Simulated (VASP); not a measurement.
# Al2O3 (P6/mmm) in VASP: further runs

Runs on Al2O3. Level: PBE. Tasks: relaxation of cell and atoms.

All numbers are computed with VASP 6.6.1; they aren't measurements. Logs are shortened: lines on timing, memory, paths and dates and some standing lists are left out, and cuts for length are marked.

## 1. The cell of the first run

Symmetry: P6/mmm, No. 191, hexagonal system. Conventional cell: a = 5.056 Å, b = 5.056 Å, c = 2.529 Å, α = 90.00°, β = 90.00°, γ = 120.00°. Within 2.6 Å of Al (site symmetry -6m2) lie 6 O at 1.93 Å and 2 Al at 2.53 Å. Within 2.6 Å of O (site symmetry mmm) lie 4 Al at 1.93 Å and 6 O at 2.53 Å.

## 2. Relaxation of cell and atoms, PBE

INCAR reads:

```
SYSTEM = Al2O3
PREC     = Accurate       ! precision mode
ENCUT    = 600            ! plane-wave cutoff, eV
EDIFF    = 1E-7           ! SCF threshold, eV
ISMEAR   = 0              ! smearing method
SIGMA    = 0.1            ! smearing width, eV
LREAL    = .FALSE.        ! projectors in reciprocal space
LASPH    = .TRUE.         ! aspherical terms in the spheres
NELM     = 60             ! most SCF steps
ALGO     = Normal         ! electronic algorithm
ISIF     = 3              ! what is computed and relaxed
LWAVE    = .FALSE.        ! write WAVECAR
LCHARG   = .FALSE.        ! write CHGCAR
GGA      = PE             ! functional
IBRION   = 2              ! ionic algorithm
NSW      = 90             ! ionic steps
EDIFFG   = -0.04          ! ionic threshold
```

KPOINTS reads:

```
regular mesh
0
G
  6 6 6
  0 0 0
```

POSCAR reads:

```
Al2O3
1.0
    5.0555890303      0.0000000000      0.0000000000
   -2.5277945151      4.3782685313      0.0000000000
    0.0000000000      0.0000000000      2.5287867548
Al O
2 3
Direct
    0.3333333333      0.6666666667      0.5000000000
    0.6666666667      0.3333333333      0.5000000000
    0.5000000000      0.0000000000      0.0000000000
    0.0000000000      0.5000000000      0.0000000000
    0.5000000000      0.5000000000      0.0000000000
```

Potentials or basis: VASP PAW PBE potentials, release 64 (Al, O).

Started as:

```bash
> cat potpaw_PBE.64/Al/POTCAR potpaw_PBE.64/O/POTCAR > POTCAR
> mpirun -np 1 vasp_std > vasp.out
```

OUTCAR:

```text
SYSTEM = Al2O3
   PREC = Accurate
   ENCUT = 600
   EDIFF = 1E-7
   ISMEAR = 0
   LREAL = .FALSE.
   LASPH = .TRUE.
   NELM = 60
   ISIF = 3
   GGA = PE
   IBRION = 2
   NSW = 90
   EDIFFG = -0.04

 ion  position               nearest neighbor table
   1  0.333  0.667  0.500-   3 1.93   3 1.93   4 1.93   4 1.93   5 1.93   5 1.93   2 2.92   2 2.92
                             2 2.92
   2  0.667  0.333  0.500-   3 1.93   3 1.93   4 1.93   4 1.93   5 1.93   5 1.93   1 2.92   1 2.92
                             1 2.92
   3  0.500  0.000  0.000-   1 1.93   2 1.93   1 1.93   2 1.93
   4  0.000  0.500  0.000-   1 1.93   2 1.93   1 1.93   2 1.93
   5  0.500  0.500  0.000-   1 1.93   2 1.93   1 1.93   2 1.93

  LATTYP: Found a hexagonal cell.
 ALAT       =     5.0555890303
 C/A-ratio  =     0.5001962659

  Lattice vectors:

 A1 = (   5.0555890303,   0.0000000000,   0.0000000000)
 A2 = (  -2.5277945151,   4.3782685313,   0.0000000000)
 A3 = (   0.0000000000,   0.0000000000,   2.5287867548)

Analysis of symmetry for initial positions (statically):
=====================================================================
 Subroutine PRICEL returns:
 Original cell was already a primitive cell.

 Routine SETGRP: Setting up the symmetry group for a
 hexagonal supercell.

 Subroutine GETGRP returns: Found 24 space group operations
 (whereof 24 operations were pure point group operations)
 out of a pool of 24 trial point group operations.

The static configuration has the point symmetry D_6h.

Analysis of symmetry for dynamics (positions and initial velocities):
=====================================================================
 Subroutine PRICEL returns:
 Original cell was already a primitive cell.

 Routine SETGRP: Setting up the symmetry group for a
 hexagonal supercell.

 Subroutine GETGRP returns: Found 24 space group operations
 (whereof 24 operations were pure point group operations)
 out of a pool of 24 trial point group operations.

The dynamic configuration has the point symmetry D_6h.

 Subroutine INISYM returns: Found 24 space group operations
 (whereof 24 operations are pure point group operations),
 and found     1 'primitive' translations

----------------------------------------------------------------------------------------

                                     Primitive cell

  volume of cell :      55.9740

  direct lattice vectors                    reciprocal lattice vectors
     5.055589030  0.000000000  0.000000000     0.197800888  0.114200396  0.000000000
    -2.527794515  4.378268531  0.000000000     0.000000000  0.228400792  0.000000000
     0.000000000  0.000000000  2.528786755     0.000000000  0.000000000  0.395446551

  length of vectors
     5.055589030  5.055589030  2.528786755     0.228400792  0.228400792  0.395446551

  position of ions in fractional coordinates (direct lattice)
     0.333333333  0.666666667  0.500000000
     0.666666667  0.333333333  0.500000000
     0.500000000  0.000000000  0.000000000
     0.000000000  0.500000000  0.000000000
     0.500000000  0.500000000  0.000000000

  ion indices of the primitive-cell ions
   primitive index   ion index
                 1           1
                 2           2
                 3           3
                 4           4
                 5           5

----------------------------------------------------------------------------------------

 KPOINTS: regular mesh

Automatic generation of k-mesh.
 Grid dimensions read from file:
 generate k-points for:    6    6    6

 Generating k-lattice:

  Cartesian coordinates                     Fractional coordinates (reciprocal lattice)
     0.032966815  0.019033399  0.000000000     0.166666667  0.000000000  0.000000000
     0.000000000  0.038066799  0.000000000     0.000000000  0.166666667  0.000000000
     0.000000000  0.000000000  0.065907758     0.000000000  0.000000000  0.166666667

  Length of vectors
     0.038066799  0.038066799  0.065907758

  Shift w.r.t. Gamma in fractional coordinates (k-lattice)
     0.000000000  0.000000000  0.000000000

 Subroutine IBZKPT returns following result:
 ===========================================

 Found     28 irreducible k-points:

 Following reciprocal coordinates:
            Coordinates               Weight
  0.000000  0.000000  0.000000      1.000000
  0.166667  0.000000  0.000000      6.000000
  0.333333  0.000000  0.000000      6.000000
  0.500000  0.000000  0.000000      3.000000
  0.166667  0.166667  0.000000      6.000000
  0.333333  0.166667  0.000000     12.000000
[... 16 lines left out ...]
  0.166667  0.000000  0.500000      6.000000
  0.333333  0.000000  0.500000      6.000000
 [... further k-points ...]
   k-points           NKPTS =     28   k-points in BZ     NKDIM =     28   number of bands    NBANDS=     16
   number of dos      NEDOS =    301   number of ions     NIONS =      5
   total plane-waves  NPLWV =  32000
   dimension x,y,z NGX =    40 NGY =   40 NGZ =   20
   dimension x,y,z NGXF=    80 NGYF=   80 NGZF=   40
   ions per type =               2   3
   NGX,Y,Z   is equivalent  to a cutoff of  13.15, 13.15, 13.15 a.u.
   NGXF,Y,Z  is equivalent  to a cutoff of  26.31, 26.31, 26.30 a.u.
 SYSTEM =  Al2O3
   PREC   = accura    normal or accurate (medium, high low for compatibility)
   ISTART =      0    job   : 0-new  1-cont  2-samecut
   ICHARG =      2    charge: 1-file 2-atom 10-const
   ISPIN  =      1    spin polarized calculation?
   LNONCOLLINEAR =      F non collinear calculations
   LSORBIT =      F    spin-orbit coupling
   LASPH  =      T    aspherical Exc in radial PAW
   ENCUT  =  600.0 eV  44.10 Ry    6.64 a.u.  10.10 10.10  5.05*2*pi/ulx,y,z
   NELM   =     60;   NELMIN=  2; NELMDL= -5     # of ELM steps
   EDIFF  = 0.1E-06   stopping-criterion for ELM
   LREAL  =      F    real-space projection
   EDIFFG = -.4E-01   stopping-criterion for IOM
   NSW    =     90    number of steps for IOM
   IBRION =      2    ionic relax: 0-MD 1-quasi-New 2-CG
   NFREE  =      1    steps in history (QN), initial steepest desc. (CG)
   ISIF   =      3    stress and relaxation
   ISYM   =      2    0-nonsym 1-usesym 2-fastsym
   POTIM  = 0.5000    time-step for ionic-motion
   TEBEG  =    0.0;   TEEND  =   0.0 temperature during run
   PSTRESS=    0.0 pullay stress
   NELECT =      24.0000    total number of electrons
   NUPDOWN=      -1.0000    fix difference up-down
   EMIN   =  10.00;   EMAX   =-10.00  energy-range for DOS
   EFERMI =   0.00;   METHOD = LEGACY
   ISMEAR =     0;   SIGMA  =   0.10  broadening in eV -4-tet -1-fermi 0-gaus
   EFERMI_NEDOS =   21; number of points for ismear=-14 and -15
   IALGO  =     38    algorithm
   IMIX   =      4    mixing-type and parameters
     AMIX     =   0.40;   BMIX     =  1.00
     AMIX_MAG =   1.60;   BMIX_MAG =  1.00
  volume/ion in A,a.u.               =      11.19        75.55
  Fermi-wavevector in a.u.,A,eV,Ry     =   1.234477  2.332824 20.734385  1.523934
  Thomas-Fermi vector in A             =   2.369166
   LORBIT       =      0    0 simple, 1 ext, 2 COOP (PROOUT), +10 PAW based schemes
   GGA     = PE    functional components
   LHFCALC =     F    Hartree Fock is set to
   AEXX    =    0.0000 exact exchange contribution
   IVDW    =     0    specifies the selected vdW correction
   LEPSILON=     F    determine dielectric tensor
   LRPA    =     F    only Hartree local field effects (RPA)
 conjugate gradient relaxation of ions
 non-spin polarized calculation
 Gauss-broadening in eV      SIGMA  =   0.10
  energy-cutoff  :      600.00
  volume of cell :       55.97
 maximum number of plane-waves:      1902
   NGX = 21   NGY = 21   NGZ = 11

 number of electron      24.0000017 magnetization

 Free energy of the ion-electron system (eV)
  ---------------------------------------------------
  ext. energy  EPLUGINS =         0.00000000
  ---------------------------------------------------
  free energy    TOTEN  =       -35.62505804 eV

  energy without entropy =      -35.62505804  energy(sigma->0) =      -35.62505804

 E-fermi :   4.8407     XC(G=0):  -9.7409

 val. band max:        4.3650018579   @ k =   0.0000   0.0000   0.5000
 cond. band min:       7.9291409017   @ k =   0.0000   0.0000   0.0000
 fundamental gap:      3.5641390439
 Fermi energy:         4.8406634259

 k-point     1 :       0.0000    0.0000    0.0000
  band No.  band energies     occupation
      1     -15.6431      2.00000
      2     -13.6027      2.00000
      3     -13.6027      2.00000
      4      -4.7989      2.00000
      5      -0.7259      2.00000
      6      -0.7259      2.00000
[... 8 lines left out ...]
     15      13.2400      0.00000
     16      13.2400      0.00000

 k-point     2 :       0.1667    0.0000    0.0000
  band No.  band energies     occupation
      1     -15.5497      2.00000
      2     -13.7682      2.00000
      3     -13.6079      2.00000
      4      -4.4776      2.00000
      5      -0.7841      2.00000
      6      -0.5192      2.00000
[... 8 lines left out ...]
     15      12.9961      0.00000
     16      13.3164      0.00000

 k-point     3 :       0.3333    0.0000    0.0000
  band No.  band energies     occupation
      1     -15.2972      2.00000
      2     -14.1572      2.00000
      3     -13.6181      2.00000
      4      -3.6966      2.00000
      5      -0.9410      2.00000
      6       0.0575      2.00000
[... 8 lines left out ...]
     15      13.3414      0.00000
     16      13.4075      0.00000

 k-point     4 :       0.5000    0.0000    0.0000
  band No.  band energies     occupation
      1     -15.0793      2.00000
      2     -14.4398      2.00000
      3     -13.6232      2.00000
      4      -3.1515      2.00000
      5      -1.1018      2.00000
      6       0.3919      2.00000
[... 8 lines left out ...]
     15      13.4306      0.00000
     16      13.9320      0.00000

 k-point     5 :       0.1667    0.1667    0.0000
  band No.  band energies     occupation
      1     -15.3734      2.00000
      2     -14.0458      2.00000
      3     -13.6177      2.00000
      4      -3.9104      2.00000
      5      -0.9346      2.00000
      6      -0.0970      2.00000
[... 8 lines left out ...]
     15      12.5182      0.00000
     16      13.6863      0.00000

 k-point     6 :       0.3333    0.1667    0.0000
  band No.  band energies     occupation
      1     -15.0823      2.00000
      2     -14.4322      2.00000
      3     -13.6285      2.00000
      4      -3.0836      2.00000
      5      -1.3144      2.00000
      6       0.3903      2.00000
[... 8 lines left out ...]
     15      12.3882      0.00000
     16      14.6875      0.00000
[... 267 lines left out ...]
 k-point    21 :       0.3333    0.3333    0.3333
  band No.  band energies     occupation
      1     -13.8012      2.00000
      2     -13.8012      2.00000
      3     -12.8342      2.00000
      4      -1.7256      2.00000
      5      -1.7256      2.00000
      6      -1.1945      2.00000
[... 8 lines left out ...]
     15      12.7255      0.00000
     16      14.2045      0.00000

 k-point    22 :       0.0000    0.0000    0.5000
  band No.  band energies     occupation
      1     -14.1123      2.00000
      2     -12.4867      2.00000
      3     -12.4867      2.00000
      4      -3.7622      2.00000
      5      -3.1275      2.00000
      6      -1.5332      2.00000
[... 8 lines left out ...]
     15      11.4624      0.00000
     16      13.4352      0.00000

 k-point    23 :       0.1667    0.0000    0.5000
  band No.  band energies     occupation
      1     -14.0350      2.00000
      2     -12.6113      2.00000
      3     -12.4904      2.00000
      4      -3.6563      2.00000
      5      -2.8626      2.00000
      6      -1.7075      2.00000
[... 8 lines left out ...]
     15      11.7496      0.00000
     16      13.9241      0.00000

 k-point    24 :       0.3333    0.0000    0.5000
  band No.  band energies     occupation
      1     -13.8269      2.00000
      2     -12.9105      2.00000
      3     -12.4978      2.00000
      4      -3.3699      2.00000
      5      -2.2073      2.00000
      6      -2.1248      2.00000
[... 8 lines left out ...]
     15      12.5579      0.00000
     16      13.6752      0.00000

 [... further k-points ...]
[... 5 lines left out ...]
  --------------------------------------------------------------------------------------
  -------------------------------------------------------------------------------------
  Total       -0.0783553     -0.0783553     -0.1724788     -0.0000000      0.0000000     -0.0000000
  in kB       -2.2428114     -2.2428114     -4.9369651     -0.0000000      0.0000000     -0.0000000
  external PRESSURE =      -3.1408626 kB  Pullay stress =       0.0000000 kB

 VOLUME and BASIS-vectors are now :
 -----------------------------------------------------------------------------
  energy-cutoff  :      600.00
  volume of cell :       55.97
      direct lattice vectors                 reciprocal lattice vectors
     5.055589030  0.000000000  0.000000000     0.197800888  0.114200396  0.000000000
    -2.527794515  4.378268531  0.000000000     0.000000000  0.228400792  0.000000000
     0.000000000  0.000000000  2.528786755     0.000000000  0.000000000  0.395446551

 POSITION                                       TOTAL-FORCE (eV/Angst)
 -----------------------------------------------------------------------------------
     -0.00000      2.91885      1.26439        -0.000000     -0.000000      0.000000
      2.52779      1.45942      1.26439         0.000000      0.000000     -0.000000
      2.52779      0.00000      0.00000         0.000000      0.000000      0.000000
     -1.26390      2.18913      0.00000         0.000000      0.000000      0.000000
      1.26390      2.18913      0.00000         0.000000      0.000000      0.000000
 -----------------------------------------------------------------------------------
    total drift:                               -0.000000      0.000000     -0.000000

  FREE ENERGIE OF THE ION-ELECTRON SYSTEM (eV)
  ---------------------------------------------------
  free  energy   TOTEN  =       -35.6250580397 eV

  energy  without entropy=      -35.6250580397  energy(sigma->0) =      -35.62505804

 reached required accuracy - stopping structural energy minimisation
```

Run time: 11 s. Hardware: 1 thread of Intel Xeon 6975P-C (Granite Rapids), shared host; peak memory 0.18 GiB.

Results:

```
Free energy             : -35.6251 eV
Pressure after relaxing : -0.3 GPa
Band gap on the k mesh  : 3.56 eV, indirect (least direct gap 4.19 eV)
```

Final structure:
```
CELL_PARAMETERS angstrom
5.05559 0.00000 0.00000
-2.52779 4.37827 0.00000
0.00000 0.00000 2.52879
ATOMIC_POSITIONS crystal
Al 0.33333 0.66667 0.50000
Al 0.66667 0.33333 0.50000
O 0.50000 0.00000 0.00000
O 0.00000 0.50000 0.00000
O 0.50000 0.50000 0.00000
```

Caveat: the relaxation stopped at its first step, so nothing moved. A k mesh can miss the band edges.

[end of part 1 of 2]
